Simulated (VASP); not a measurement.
# Zr3Si2 (P4bm) in VASP: single point with PBEsol

Aim: the single point of Zr3Si2 with PBEsol.

All numbers are computed with VASP 6.6.1; they aren't measurements. Logs are shortened: lines on timing, memory, paths and dates and some standing lists are left out, and cuts for length are marked.

## 1. The cell of the first run

It takes space group P4bm (No. 100, tetragonal). Conventional cell: a = 7.066 Å, b = 7.066 Å, c = 3.644 Å, α = 90.00°, β = 90.00°, γ = 90.00°. Zr (site symmetry m) has 6 Si at 2.68 to 2.85 Å and 5 Zr at 3.18 to 3.49 Å within 3.5 Å. Within 3.7 Å of Zr (site symmetry 4) lie 4 Si at 2.81 Å and 10 Zr at 3.18 to 3.64 Å. Within 3.2 Å of Si (site symmetry m) lie 1 Si at 2.45 Å and 8 Zr at 2.68 to 2.85 Å.

## 2. Single point, PBEsol (all Si atoms moved +0.075 Å, as atom 7 along Cartesian [0 0 1])

Input file INCAR:

```
ALGO = Fast ; EDIFF = 1E-6
ENCUT = 520 ; GGA = PS
ISIF = 2 ; ISMEAR = 0
LASPH = T ; LCHARG = F
LREAL = F ; LWAVE = F
NBANDS = 55 ; NELM = 80
PREC = Accurate ; SIGMA = 0.15
```

Input file KPOINTS:

```
k-points
0
Gamma
  6 6 12
```

Input file POSCAR:

```
Zr3Si2
1.0
    7.0655778226      0.0000000000      0.0000000000
    0.0000000000      7.0655778226      0.0000000000
    0.0000000000      0.0000000000      3.6444907344
Zr Si
6 4
Direct
    0.1744786440      0.6744786440      0.5000000000
    0.8255213560      0.3255213560      0.5000000000
    0.3255213560      0.1744786440      0.5000000000
    0.6744786440      0.8255213560      0.5000000000
    0.0000000000      0.0000000000      0.0000000000
    0.5000000000      0.5000000000      0.0000000000
    0.6223900172      0.1223900172      0.0205790069
    0.3776099828      0.8776099828      0.0205790069
    0.8776099828      0.6223900172      0.0205790069
    0.1223900172      0.3776099828      0.0205790069
```

Potentials or basis: VASP PAW PBE potentials, release 64 (Zr_sv, Si).

The run is started by

```sh
$ cat potpaw_PBE.64/Zr_sv/POTCAR potpaw_PBE.64/Si/POTCAR > POTCAR
$ mpirun -np 1 vasp_std > vasp.out
```

OUTCAR:

```text
EDIFF = 1E-6
   ENCUT = 520
   GGA = PS
   ISIF = 2
   ISMEAR = 0
   LASPH = T
   LREAL = F
   NELM = 80
   PREC = Accurate

 ion  position               nearest neighbor table
   1  0.174  0.674  0.500-   8 2.68   9 2.75  10 2.75   8 2.78  10 2.85   9 2.85   6 3.18   5 3.18
                             5 3.18   6 3.18   2 3.49   4 3.69   3 3.69   3 3.69   4 3.69
   2  0.826  0.326  0.500-   7 2.68   9 2.75  10 2.75   7 2.78  10 2.85   9 2.85   6 3.18   5 3.18
                             5 3.18   6 3.18   1 3.49   4 3.69   3 3.69   4 3.69   3 3.69
   3  0.326  0.174  0.500-  10 2.68   8 2.75   7 2.75  10 2.78   7 2.85   8 2.85   6 3.18   5 3.18
                             5 3.18   6 3.18   4 3.49   1 3.69   2 3.69   1 3.69   2 3.69
   4  0.674  0.826  0.500-   9 2.68   8 2.75   7 2.75   9 2.78   7 2.85   8 2.85   6 3.18   5 3.18
                             5 3.18   6 3.18   3 3.49   1 3.69   2 3.69   2 3.69   1 3.69
   5  0.000  0.000  0.000-   7 2.81   8 2.81   9 2.81  10 2.81   1 3.18   2 3.18   3 3.18   4 3.18
                             1 3.18   2 3.18   3 3.18   4 3.18
   6  0.500  0.500  0.000-   7 2.81   8 2.81   9 2.81  10 2.81   1 3.18   2 3.18   3 3.18   4 3.18
                             1 3.18   2 3.18   3 3.18   4 3.18
   7  0.622  0.122  0.021-   8 2.45   2 2.68   4 2.75   3 2.75   2 2.78   5 2.81   6 2.81   3 2.85
                             4 2.85
   8  0.378  0.878  0.021-   7 2.45   1 2.68   4 2.75   3 2.75   1 2.78   5 2.81   6 2.81   3 2.85
                             4 2.85
   9  0.878  0.622  0.021-  10 2.45   4 2.68   1 2.75   2 2.75   4 2.78   5 2.81   6 2.81   2 2.85
                             1 2.85
  10  0.122  0.378  0.021-   9 2.45   3 2.68   1 2.75   2 2.75   3 2.78   5 2.81   6 2.81   2 2.85
                             1 2.85

  LATTYP: Found a simple tetragonal cell.
 ALAT       =     7.0655778226
 C/A-ratio  =     0.5158092977

  Lattice vectors:

 A1 = (   7.0655778226,   0.0000000000,   0.0000000000)
 A2 = (   0.0000000000,   7.0655778226,   0.0000000000)
 A3 = (   0.0000000000,   0.0000000000,   3.6444907344)

Analysis of symmetry for initial positions (statically):
=====================================================================
 Subroutine PRICEL returns:
 Original cell was already a primitive cell.

 Routine SETGRP: Setting up the symmetry group for a
 simple tetragonal supercell.

 Subroutine GETGRP returns: Found  8 space group operations
 (whereof  4 operations were pure point group operations)
 out of a pool of 16 trial point group operations.

The static configuration has the point symmetry     .
 The point group associated with its full space group is C_4v.

Analysis of symmetry for dynamics (positions and initial velocities):
=====================================================================
 Subroutine PRICEL returns:
 Original cell was already a primitive cell.

 Routine SETGRP: Setting up the symmetry group for a
 simple tetragonal supercell.

 Subroutine GETGRP returns: Found  8 space group operations
 (whereof  4 operations were pure point group operations)
 out of a pool of 16 trial point group operations.

The dynamic configuration has the point symmetry C_4v.
 The point group associated with its full space group is C_4v.

 Subroutine INISYM returns: Found  8 space group operations
 (whereof  4 operations are pure point group operations),
 and found     1 'primitive' translations

----------------------------------------------------------------------------------------

                                     Primitive cell

  volume of cell :     181.9417

  direct lattice vectors                    reciprocal lattice vectors
     7.065577823  0.000000000  0.000000000     0.141531241  0.000000000  0.000000000
     0.000000000  7.065577823  0.000000000     0.000000000  0.141531241  0.000000000
     0.000000000  0.000000000  3.644490734     0.000000000  0.000000000  0.274386759

  length of vectors
     7.065577823  7.065577823  3.644490734     0.141531241  0.141531241  0.274386759

  position of ions in fractional coordinates (direct lattice)
     0.174478644  0.674478644  0.500000000
     0.825521356  0.325521356  0.500000000
     0.325521356  0.174478644  0.500000000
     0.674478644  0.825521356  0.500000000
     0.000000000  0.000000000  0.000000000
     0.500000000  0.500000000  0.000000000
     0.622390017  0.122390017  0.020579007
     0.377609983  0.877609983  0.020579007
     0.877609983  0.622390017  0.020579007
     0.122390017  0.377609983  0.020579007

  ion indices of the primitive-cell ions
   primitive index   ion index
                 1           1
                 2           2
                 3           3
                 4           4
                 5           5
                 6           6
                 7           7
                 8           8
                 9           9
                10          10

----------------------------------------------------------------------------------------

 KPOINTS: k-points

Automatic generation of k-mesh.
 Grid dimensions read from file:
 generate k-points for:    6    6   12

 Generating k-lattice:

  Cartesian coordinates                     Fractional coordinates (reciprocal lattice)
     0.023588540  0.000000000  0.000000000     0.166666667  0.000000000  0.000000000
     0.000000000  0.023588540  0.000000000     0.000000000  0.166666667  0.000000000
     0.000000000  0.000000000  0.022865563     0.000000000  0.000000000  0.083333333

  Length of vectors
     0.023588540  0.023588540  0.022865563

  Shift w.r.t. Gamma in fractional coordinates (k-lattice)
     0.000000000  0.000000000  0.000000000

 Subroutine IBZKPT returns following result:
 ===========================================

 Found     70 irreducible k-points:

 Following reciprocal coordinates:
            Coordinates               Weight
  0.000000  0.000000  0.000000      1.000000
  0.166667  0.000000  0.000000      4.000000
  0.333333  0.000000  0.000000      4.000000
  0.500000  0.000000  0.000000      2.000000
  0.166667  0.166667  0.000000      4.000000
  0.333333  0.166667  0.000000      8.000000
[... 16 lines left out ...]
  0.333333  0.000000  0.166667      8.000000
  0.500000  0.000000  0.166667      4.000000
 [... further k-points ...]
   k-points           NKPTS =     70   k-points in BZ     NKDIM =     70   number of bands    NBANDS=     55
   number of dos      NEDOS =    301   number of ions     NIONS =     10
   total plane-waves  NPLWV =  81648
   dimension x,y,z NGX =    54 NGY =   54 NGZ =   28
   dimension x,y,z NGXF=   108 NGYF=  108 NGZF=   56
   ions per type =               6   4
   NGX,Y,Z   is equivalent  to a cutoff of  12.71, 12.71, 12.77 a.u.
   NGXF,Y,Z  is equivalent  to a cutoff of  25.41, 25.41, 25.54 a.u.
 SYSTEM =  unknown system
   PREC   = accura    normal or accurate (medium, high low for compatibility)
   ISTART =      0    job   : 0-new  1-cont  2-samecut
   ICHARG =      2    charge: 1-file 2-atom 10-const
   ISPIN  =      1    spin polarized calculation?
   LNONCOLLINEAR =      F non collinear calculations
   LSORBIT =      F    spin-orbit coupling
   LASPH  =      T    aspherical Exc in radial PAW
   ENCUT  =  520.0 eV  38.22 Ry    6.18 a.u.  13.14 13.14  6.78*2*pi/ulx,y,z
   NELM   =     80;   NELMIN=  2; NELMDL= -5     # of ELM steps
   EDIFF  = 0.1E-05   stopping-criterion for ELM
   LREAL  =      F    real-space projection
   EDIFFG = 0.1E-04   stopping-criterion for IOM
   NSW    =      0    number of steps for IOM
   IBRION =     -1    ionic relax: 0-MD 1-quasi-New 2-CG
   NFREE  =      0    steps in history (QN), initial steepest desc. (CG)
   ISIF   =      2    stress and relaxation
   ISYM   =      2    0-nonsym 1-usesym 2-fastsym
   POTIM  = 0.5000    time-step for ionic-motion
   TEBEG  =    0.0;   TEEND  =   0.0 temperature during run
   PSTRESS=    0.0 pullay stress
   NELECT =      88.0000    total number of electrons
   NUPDOWN=      -1.0000    fix difference up-down
   EMIN   =  10.00;   EMAX   =-10.00  energy-range for DOS
   EFERMI =   0.00;   METHOD = LEGACY
   ISMEAR =     0;   SIGMA  =   0.15  broadening in eV -4-tet -1-fermi 0-gaus
   EFERMI_NEDOS =   21; number of points for ismear=-14 and -15
   IALGO  =     68    algorithm
   IMIX   =      4    mixing-type and parameters
     AMIX     =   0.40;   BMIX     =  1.00
     AMIX_MAG =   1.60;   BMIX_MAG =  1.00
  volume/ion in A,a.u.               =      18.19       122.78
  Fermi-wavevector in a.u.,A,eV,Ry     =   1.285065  2.428420 22.468541  1.651391
  Thomas-Fermi vector in A             =   2.417221
   LORBIT       =      0    0 simple, 1 ext, 2 COOP (PROOUT), +10 PAW based schemes
   GGA     = PS    functional components
   LHFCALC =     F    Hartree Fock is set to
   AEXX    =    0.0000 exact exchange contribution
   IVDW    =     0    specifies the selected vdW correction
   LEPSILON=     F    determine dielectric tensor
   LRPA    =     F    only Hartree local field effects (RPA)
 non-spin polarized calculation
 RMM-DIIS sequential band-by-band and
 Gauss-broadening in eV      SIGMA  =   0.15
  energy-cutoff  :      520.00
  volume of cell :      181.94
 maximum number of plane-waves:      4942
 NGX is ok and might be reduce to    54
   NGX = 27   NGY = 27   NGZ = 13

 number of electron      88.0000001 magnetization

 Free energy of the ion-electron system (eV)
  ---------------------------------------------------
  ext. energy  EPLUGINS =         0.00000000
  ---------------------------------------------------
  free energy    TOTEN  =       -87.02301691 eV

  energy without entropy =      -86.93573198  energy(sigma->0) =      -86.97937445

 E-fermi :   9.6307     XC(G=0): -11.5743

 val. band max:        9.6270330182   @ k =   0.3333   0.3333   0.1667
 cond. band min:       9.6313881477   @ k =   0.3333   0.3333   0.0000
 fundamental gap:      0.0043551295
 Fermi energy:         9.6307427053

 k-point     1 :       0.0000    0.0000    0.0000
  band No.  band energies     occupation
      1     -38.5623      2.00000
      2     -38.5051      2.00000
      3     -38.5047      2.00000
      4     -38.5047      2.00000
      5     -38.4228      2.00000
      6     -38.3828      2.00000
[... 47 lines left out ...]
     54      12.3561      0.00000
     55      12.3611      0.00000

 k-point     2 :       0.1667    0.0000    0.0000
  band No.  band energies     occupation
      1     -38.5593      2.00000
      2     -38.5110      2.00000
      3     -38.5046      2.00000
      4     -38.5042      2.00000
      5     -38.4186      2.00000
      6     -38.3847      2.00000
[... 47 lines left out ...]
     54      12.6148      0.00000
     55      12.8838      0.00000

 k-point     3 :       0.3333    0.0000    0.0000
  band No.  band energies     occupation
      1     -38.5509      2.00000
      2     -38.5238      2.00000
      3     -38.5045      2.00000
      4     -38.5042      2.00000
      5     -38.4089      2.00000
      6     -38.3901      2.00000
[... 1152 lines left out ...]
 k-point    23 :       0.3333    0.0000    0.1667
  band No.  band energies     occupation
      1     -38.5416      2.00000
      2     -38.5182      2.00000
      3     -38.5018      2.00000
      4     -38.5014      2.00000
      5     -38.4096      2.00000
      6     -38.3944      2.00000
[... 47 lines left out ...]
     54      12.7351      0.00000
     55      12.7944      0.00000

 k-point    24 :       0.5000    0.0000    0.1667
  band No.  band energies     occupation
      1     -38.5306      2.00000
      2     -38.5306      2.00000
      3     -38.5016      2.00000
      4     -38.5016      2.00000
      5     -38.4013      2.00000
      6     -38.4013      2.00000
[... 47 lines left out ...]
     54      12.6536      0.00000
     55      12.7418      0.00000

 [... further k-points ...]

------------------------ aborting loop because EDIFF is reached ----------------------------------------

  FORCE on cell =-STRESS in cart. coord.  units (eV):
  Direction    XX          YY          ZZ          XY          YZ          ZX
  --------------------------------------------------------------------------------------
  -------------------------------------------------------------------------------------
  Total        0.4222337      0.4222337      0.4839425      0.0000000      0.0000000     -0.0000000
  in kB        3.7181870      3.7181870      4.2615942      0.0000000      0.0000000     -0.0000000
  external PRESSURE =       3.8993227 kB  Pullay stress =       0.0000000 kB

 VOLUME and BASIS-vectors are now :
 -----------------------------------------------------------------------------
  energy-cutoff  :      520.00
  volume of cell :      181.94
      direct lattice vectors                 reciprocal lattice vectors
     7.065577823  0.000000000  0.000000000     0.141531241  0.000000000  0.000000000
     0.000000000  7.065577823  0.000000000     0.000000000  0.141531241  0.000000000
     0.000000000  0.000000000  3.644490734     0.000000000  0.000000000  0.274386759

 POSITION                                       TOTAL-FORCE (eV/Angst)
 -----------------------------------------------------------------------------------
      1.23279      4.76558      1.82225         0.000914      0.000914      0.571660
      5.83279      2.30000      1.82225        -0.000914     -0.000914      0.571660
      2.30000      1.23279      1.82225        -0.000914      0.000914      0.571660
      4.76558      5.83279      1.82225         0.000914     -0.000914      0.571660
      0.00000      0.00000      0.00000         0.000000      0.000000      0.127878
      3.53279      3.53279      0.00000         0.000000      0.000000      0.127878
      4.39755      0.86476      0.07500         0.001233      0.001233     -0.635599
      2.66803      6.20082      0.07500        -0.001233     -0.001233     -0.635599
      6.20082      4.39755      0.07500        -0.001233      0.001233     -0.635599
      0.86476      2.66803      0.07500         0.001233     -0.001233     -0.635599
 -----------------------------------------------------------------------------------
    total drift:                               -0.000000     -0.000000     -0.000910

  FREE ENERGIE OF THE ION-ELECTRON SYSTEM (eV)
  ---------------------------------------------------
  free  energy   TOTEN  =       -87.0230169147 eV

  energy  without entropy=      -86.9357319780  energy(sigma->0) =      -86.97937445
```

Wall time 16 min (1 thread of Intel Xeon Platinum 8488C (Sapphire Rapids), shared host); peak memory 0.6 GiB.

What came out:

```yaml
Free_energy: -87.0230 eV
Pressure: 0.4 GPa
Largest_force: 0.636 eV/Å
Band_gap_on_the_k_mesh: zero (bands 44 and 45 overlap by 1.24 eV)
```

Forces on the atoms (eV/Å):
```
Zr   0.001  0.001  0.572
Zr  -0.001 -0.001  0.572
Zr  -0.001  0.001  0.572
Zr   0.001 -0.001  0.572
Zr   0.000  0.000  0.128
Zr   0.000  0.000  0.128
Si   0.001  0.001 -0.636
Si  -0.001 -0.001 -0.636
Si  -0.001  0.001 -0.636
Si   0.001 -0.001 -0.636
```

Caveat: the cell differs from its parent crystal (all Si atoms moved +0.075 Å, as atom 7 along Cartesian [0 0 1]); the PAW data sets were made with another functional, which shifts forces and pressure a little.
